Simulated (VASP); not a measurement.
# Fe (Im-3m) in VASP: notebook, part 2 of 2

VASP 6.6.1. The steps go on from the part before.

**4. Single point, PBEsol, collinear spin, ferromagnetic start**

This run uses another cell than the first one, of 11.73 Å³/atom, 1.085 times its volume.

File INCAR:

```
SYSTEM = Fe
PREC     = Accurate       ! precision mode
ENCUT    = 600            ! plane-wave cutoff, eV
EDIFF    = 1E-6           ! SCF threshold, eV
ISMEAR   = 0              ! smearing method
SIGMA    = 0.1            ! smearing width, eV
LREAL    = .False.        ! projectors in reciprocal space
LASPH    = .True.         ! aspherical terms in the spheres
NELM     = 200            ! most SCF steps
ALGO     = Normal         ! electronic algorithm
ISIF     = 2              ! what is computed and relaxed
LWAVE    = .False.        ! write WAVECAR
LCHARG   = .False.        ! write CHGCAR
ISPIN    = 2              ! spin polarisation
MAGMOM   = 4              ! initial moments
LORBIT   = 11             ! projections on sites
LMAXMIX  = 4              ! l up to which the mixer works
GGA      = PS             ! functional
NBANDS   = 14             ! bands
GGA_COMPAT= .False.
```

File KPOINTS:

```
Automatic mesh
0
Gamma
  8 8 8
  0 0 0
```

File POSCAR:

```
Fe
1.0
   -1.4315177495      1.4315177495      1.4315177495
    1.4315177495     -1.4315177495      1.4315177495
    1.4315177495      1.4315177495     -1.4315177495
Fe
1
Direct
    0.0000000000      0.0000000000      0.0000000000
```

Potentials or basis: VASP PAW PBE potentials, release 64 (Fe).

On the command line:

```bash
> cat potpaw_PBE.64/Fe/POTCAR > POTCAR
> mpirun -np 1 vasp_std > vasp.out
```

OUTCAR:

```text
SYSTEM = Fe
   PREC = Accurate
   ENCUT = 600
   EDIFF = 1E-6
   ISMEAR = 0
   LREAL = .False.
   LASPH = .True.
   NELM = 200
   ISIF = 2
   ISPIN = 2
   LORBIT = 11
   GGA = PS

 ion  position               nearest neighbor table
   1  0.000  0.000  0.000-

  LATTYP: Found a body centered cubic cell.
 ALAT       =     2.8630354990

  Lattice vectors:

 A1 = (  -1.4315177495,   1.4315177495,   1.4315177495)
 A2 = (   1.4315177495,  -1.4315177495,   1.4315177495)
 A3 = (   1.4315177495,   1.4315177495,  -1.4315177495)
[... 1023 lines left out ...]
  -------------------------------------------------------------------------------------
  Total       -0.8892842     -0.8892842     -0.8892842     -0.0000000      0.0000000      0.0000000
  in kB     -121.4230044   -121.4230044   -121.4230044     -0.0000000      0.0000000      0.0000000
  external PRESSURE =    -121.4230044 kB  Pullay stress =       0.0000000 kB

 VOLUME and BASIS-vectors are now :
 -----------------------------------------------------------------------------
  energy-cutoff  :      600.00
  volume of cell :       11.73
      direct lattice vectors                 reciprocal lattice vectors
    -1.431517749  1.431517749  1.431517749     0.000000000  0.349279637  0.349279637
     1.431517749 -1.431517749  1.431517749     0.349279637  0.000000000  0.349279637
     1.431517749  1.431517749 -1.431517749     0.349279637  0.349279637  0.000000000

 POSITION                                       TOTAL-FORCE (eV/Angst)
 -----------------------------------------------------------------------------------
      0.00000      0.00000      0.00000         0.000000     -0.000000      0.000000
 -----------------------------------------------------------------------------------
    total drift:                               -0.000000     -0.000000      0.000000

  FREE ENERGIE OF THE ION-ELECTRON SYSTEM (eV)
  ---------------------------------------------------
  free  energy   TOTEN  =        -8.8666319237 eV

  energy  without entropy=       -8.8629621606  energy(sigma->0) =       -8.86479704

 total charge

# of ion       s       p       d       tot
------------------------------------------
    1        0.475   0.518   6.213   7.207

 magnetization (x)

# of ion       s       p       d       tot
------------------------------------------
    1       -0.015  -0.057   2.420   2.348
```

OSZICAR:

```text
N       E                     dE             d eps       ncg     rms          rms(c)
DAV:   1     0.257702997171E+02    0.25770E+02   -0.43835E+03  1744   0.827E+02
DAV:   2    -0.841347748480E+01   -0.34184E+02   -0.31118E+02  1780   0.139E+02
DAV:   3    -0.952426540883E+01   -0.11108E+01   -0.10983E+01  1936   0.258E+01
DAV:   4    -0.952790338183E+01   -0.36380E-02   -0.36377E-02  1930   0.133E+00
DAV:   5    -0.952792084295E+01   -0.17461E-04   -0.17461E-04  1918   0.943E-02    0.125E+01
DAV:   6    -0.894718495846E+01    0.58074E+00   -0.10127E+01  2014   0.370E+01    0.522E+00
DAV:   7    -0.887853767056E+01    0.68647E-01   -0.55190E-01  1996   0.837E+00    0.320E+00
DAV:   8    -0.887401977735E+01    0.45179E-02   -0.54881E-03  1872   0.456E-01    0.140E+00
DAV:   9    -0.886498282803E+01    0.90369E-02   -0.10660E-02  2108   0.549E-01    0.469E-01
DAV:  10    -0.886619624340E+01   -0.12134E-02   -0.32306E-04  2068   0.149E-01    0.245E-01
DAV:  11    -0.886660926957E+01   -0.41303E-03   -0.92931E-04  1990   0.233E-01    0.461E-02
DAV:  12    -0.886662913222E+01   -0.19863E-04   -0.21524E-05  2204   0.371E-02    0.282E-02
DAV:  13    -0.886663250796E+01   -0.33757E-05   -0.45970E-06  1720   0.152E-02    0.835E-03
DAV:  14    -0.886663192366E+01    0.58430E-06   -0.31677E-07   974   0.805E-03
   1 F= -.88666319E+01 E0= -.88647970E+01  d E =-.366976E-02  mag=     2.3512
```

stdout:

```text
POSCAR found type information on POSCAR Fe
 POSCAR found :  1 types and       1 ions
 scaLAPACK will be used
 -----------------------------------------------------------------------------
|                                                                             |
|                                                                             |
|     You enforced a specific xc type in the INCAR file but a different       |
|     I HOPE YOU KNOW WHAT YOU ARE DOING!                                     |
|                                                                             |
 -----------------------------------------------------------------------------

 LDA part: xc-table for (Slater+PW92), standard interpolation
 POSCAR, INCAR and KPOINTS ok, starting setup
 FFT: planning ... GRIDC
 FFT: planning ... GRID_SOFT
 FFT: planning ... GRID
 WAVECAR not read
 entering main loop
```

It took 7.1 s on 1 thread of AMD EPYC 9R45 (Zen 5), shared host; peak memory 0.1 GiB.

Results:

```
Free energy                                           : -8.8666 eV
Pressure                                              : -12.1 GPa
Net moment                                            : 2.35 μB per cell
Site moments                                          : Fe +2.35 μB
Valence electrons inside the program's atomic spheres : Fe 7.21
```

Caveat: the k points lie up to 0.39 Å⁻¹ apart; the PAW data sets were made with another functional, which shifts forces and pressure a little.

**5. Single point, PBEsol, collinear spin, ferromagnetic start**

This run uses another cell than the first one, of 10.85 Å³/atom, 1.004 times its volume.

File INCAR:

```
SYSTEM = Fe
  PREC = Accurate
  ENCUT = 600
  EDIFF = 1E-6
  ISMEAR = 0
  SIGMA = 0.1
  LREAL = .FALSE.
  LASPH = .TRUE.
  NELM = 200
  ALGO = Normal
  ISIF = 2
  LWAVE = .FALSE.
  LCHARG = .TRUE.
  ISPIN = 2
  MAGMOM = 2.63
  LORBIT = 11
  LMAXMIX = 4
  GGA = PS
  LELF = .TRUE.
  LVHAR = .TRUE.
  NBANDS = 14
  GGA_COMPAT = .FALSE.
```

File KPOINTS:

```
Automatic mesh
0
G
  10 10 10
  0 0 0
```

File POSCAR:

```
Fe
1.0
   -1.3945703947      1.3945703947      1.3945703947
    1.3945703947     -1.3945703947      1.3945703947
    1.3945703947      1.3945703947     -1.3945703947
Fe
1
Direct
    0.0000000000      0.0000000000      0.0000000000
```

Potentials or basis: VASP PAW PBE potentials, release 64 (Fe).

On the command line:

```bash
> cat potpaw_PBE.64/Fe/POTCAR > POTCAR
> mpirun -np 1 vasp_std > vasp.out
```

OUTCAR:

```text
SYSTEM = Fe
   PREC = Accurate
   ENCUT = 600
   EDIFF = 1E-6
   ISMEAR = 0
   LREAL = .FALSE.
   LASPH = .TRUE.
   NELM = 200
   ISIF = 2
   ISPIN = 2
   LORBIT = 11
   GGA = PS

 ion  position               nearest neighbor table
   1  0.000  0.000  0.000-

  LATTYP: Found a body centered cubic cell.
 ALAT       =     2.7891407894

  Lattice vectors:

 A1 = (  -1.3945703947,   1.3945703947,   1.3945703947)
 A2 = (   1.3945703947,  -1.3945703947,   1.3945703947)
 A3 = (   1.3945703947,   1.3945703947,  -1.3945703947)
[... 1023 lines left out ...]
  -------------------------------------------------------------------------------------
  Total       -0.0205344     -0.0205344     -0.0205344     -0.0000000     -0.0000000     -0.0000000
  in kB       -3.0325680     -3.0325680     -3.0325680     -0.0000000     -0.0000000     -0.0000000
  external PRESSURE =      -3.0325680 kB  Pullay stress =       0.0000000 kB

 VOLUME and BASIS-vectors are now :
 -----------------------------------------------------------------------------
  energy-cutoff  :      600.00
  volume of cell :       10.85
      direct lattice vectors                 reciprocal lattice vectors
    -1.394570395  1.394570395  1.394570395     0.000000000  0.358533353  0.358533353
     1.394570395 -1.394570395  1.394570395     0.358533353  0.000000000  0.358533353
     1.394570395  1.394570395 -1.394570395     0.358533353  0.358533353  0.000000000

 POSITION                                       TOTAL-FORCE (eV/Angst)
 -----------------------------------------------------------------------------------
      0.00000      0.00000      0.00000         0.000000      0.000000     -0.000000
 -----------------------------------------------------------------------------------
    total drift:                                0.000000     -0.000000      0.000000

  FREE ENERGIE OF THE ION-ELECTRON SYSTEM (eV)
  ---------------------------------------------------
  free  energy   TOTEN  =        -8.9276845874 eV

  energy  without entropy=       -8.9226789100  energy(sigma->0) =       -8.92518175

 total charge

# of ion       s       p       d       tot
------------------------------------------
    1        0.509   0.589   6.275   7.373

 magnetization (x)

# of ion       s       p       d       tot
------------------------------------------
    1       -0.014  -0.057   2.183   2.112
```

stdout:

```text
POSCAR found type information on POSCAR Fe
 POSCAR found :  1 types and       1 ions
 scaLAPACK will be used
 -----------------------------------------------------------------------------
|                                                                             |
|                                                                             |
|     You enforced a specific xc type in the INCAR file but a different       |
|     I HOPE YOU KNOW WHAT YOU ARE DOING!                                     |
|                                                                             |
 -----------------------------------------------------------------------------

 LDA part: xc-table for (Slater+PW92), standard interpolation
 POSCAR, INCAR and KPOINTS ok, starting setup
 FFT: planning ... GRIDC
 FFT: planning ... GRID_SOFT
 FFT: planning ... GRID
 WAVECAR not read
 entering main loop
```

Wall time 11 s (1 thread of AMD EPYC 9R45 (Zen 5), shared host); peak memory 0.11 GiB.

What came out:

```yaml
Free_energy: -8.9277 eV
Pressure: -0.3 GPa
Net_moment: 2.13 μB per cell
Site_moments: Fe +2.11 μB
Valence_electrons_inside_the_program's_atomic_spheres: Fe 7.37
```

Levels at points of the mesh, in eV from the Fermi level:
Spin up:
| k point | band 3 | band 4 | band 5 | band 6 | band 7 | band 8 |
| --- | --- | --- | --- | --- | --- | --- |
| (0.00, 0.00, 0.00) | -2.48 | -2.48 | -1.11 | -1.11 | 25.32 | 25.32 |
| (0.50, 0.00, 0.00) | -1.06 | -0.90 | 0.36 | 0.42 | 7.68 | 18.62 |
| (0.50, 0.50, 0.50) | 0.13 | 0.13 | 0.13 | 10.11 | 10.11 | 10.11 |
Spin down:
```
           k point  band 1  band 2  band 3  band 4  band 5  band 6  band 7
(0.00, 0.00, 0.00)   -8.61   -0.61   -0.61   -0.61    1.47    1.47   25.22
(0.50, 0.00, 0.00)   -4.02   -1.97    0.57    1.36    1.75    2.60    9.05
(0.50, 0.50, 0.50)   -3.48   -3.48    2.28    2.28    2.28   10.46   10.46
```

Caveat: the PAW data sets were made with another functional, which shifts forces and pressure a little.

**6. Relaxation of cell and atoms, PBEsol, collinear spin, ferromagnetic start**

This run uses another cell than the first one, of 11.73 Å³/atom, 1.085 times its volume.

File INCAR:

```
  ALGO = Normal
  EDIFF = 1E-7
  EDIFFG = -0.05
  ENCUT = 600
  GGA = PS
  GGA_COMPAT = False
  IBRION = 2
  ISIF = 3
  ISMEAR = 0
  ISPIN = 2
  LASPH = True
  LCHARG = False
  LMAXMIX = 4
  LORBIT = 11
  LREAL = False
  LWAVE = False
  MAGMOM = 2.63
  NELM = 200
  NELMIN = 4
  NSW = 100
  PREC = Accurate
  SIGMA = 0.1
```

File KPOINTS:

```
k-points
0
Gamma
  10 10 10
```

File POSCAR:

```
Fe
1.0
   -1.4315177495      1.4315177495      1.4315177495
    1.4315177495     -1.4315177495      1.4315177495
    1.4315177495      1.4315177495     -1.4315177495
Fe
1
Direct
    0.0000000000      0.0000000000      0.0000000000
```

Potentials or basis: VASP PAW PBE potentials, release 64 (Fe).

On the command line:

```bash
> cat potpaw_PBE.64/Fe/POTCAR > POTCAR
> mpirun -np 1 vasp_std > vasp.out
```

Wall time 18 s (1 thread of AMD EPYC 9R45 (Zen 5), shared host); peak memory 0.11 GiB.

It converged, with:

| Property | Result |
| --- | --- |
| Free energy | -8.9281 eV |
| Relaxed volume | 10.84 Å³/atom |
| Relaxed cell | a = 2.415 Å, b = 2.415 Å, c = 2.415 Å, α = 109.47°, β = 109.47°, γ = 109.47° |
| Space group after relaxing (to 0.05 Å) | Im-3m (No. 229) |
| Energy gained by relaxing | 50.3 meV/atom |
| Ionic steps | 3 |
| Pressure after relaxing | -0.2 GPa |
| Net moment | 2.13 μB per cell |
| Site moments | Fe +2.11 μB |
| Valence electrons inside the program's atomic spheres | Fe 7.37 |

The path:
```csv
step,energy change (eV),largest force (eV/Å),pressure (GPa),volume (Å³)
1,0.0000,0.0000,-16.48,11.73
2,0.0320,0.0000,27.45,9.80
3,-0.0503,0.0000,-0.19,10.84
```

Final structure:
```xyz
1
Lattice="-1.3944 1.3944 1.3944 1.3944 -1.3944 1.3944 1.3944 1.3944 -1.3944" Properties=species:S:1:pos:R:3 pbc="T T T"
Fe    0.0000    0.0000    0.0000
```

Levels at points of the mesh, in eV from the Fermi level:
Spin up:
```csv
k point,band 2,band 3,band 4,band 5,band 6,band 7,band 8,band 9
"(0.00, 0.00, 0.00)",-2.48,-2.48,-2.48,-1.11,-1.11,25.32,25.32,25.32
"(0.50, 0.00, 0.00)",-3.66,-1.06,-0.90,0.36,0.42,7.68,18.62,20.80
"(0.50, 0.50, 0.50)",-5.20,0.13,0.13,0.13,10.11,10.11,10.11,16.04
```
Spin down:
```tsv
k point	band 1	band 2	band 3	band 4	band 5	band 6	band 7	band 8
(0.00, 0.00, 0.00)	-8.61	-0.61	-0.61	-0.61	1.47	1.47	25.23	25.23
(0.50, 0.00, 0.00)	-4.02	-1.97	0.57	1.35	1.75	2.60	9.05	18.75
(0.50, 0.50, 0.50)	-3.48	-3.48	2.28	2.28	2.28	10.46	10.46	10.46
```

Caveat: the PAW data sets were made with another functional, which shifts forces and pressure a little.

**7. The runs side by side**

| task | cell | k mesh | cutoff (eV) | gap on the mesh (eV) | pressure (GPa) | moment (μB) |
| --- | --- | --- | --- | --- | --- | --- |
| single point | a = 2.413 Å, angles 109.5°, 1 atom | 20 × 20 × 20 | 520 | none | -0.2 | 2.09 |
| single point | a = 2.479 Å, angles 109.5°, 1 atom | 8 × 8 × 8 | 600 | none | -12.1 | 2.35 |
| single point | a = 2.415 Å, angles 109.5°, 1 atom | 10 × 10 × 10 | 600 | none | -0.3 | 2.13 |
| relaxation of cell and atoms | relaxed from a = 2.479 Å, angles 109.5°, 1 atom | 10 × 10 × 10 | 600 | none | -0.2 | 2.13 |

Alike in all rows: level PBEsol; potentials or basis VASP PAW PBE potentials, release 64 (Fe); spin collinear, ferromagnetic start; smearing gaussian 0.1 eV.

Caveats: some runs use coarse meshes; the PAW data sets were made with another functional, which shifts forces and pressure a little.

Total energies depend on the potentials used, so only differences within one code and one set of settings carry meaning.
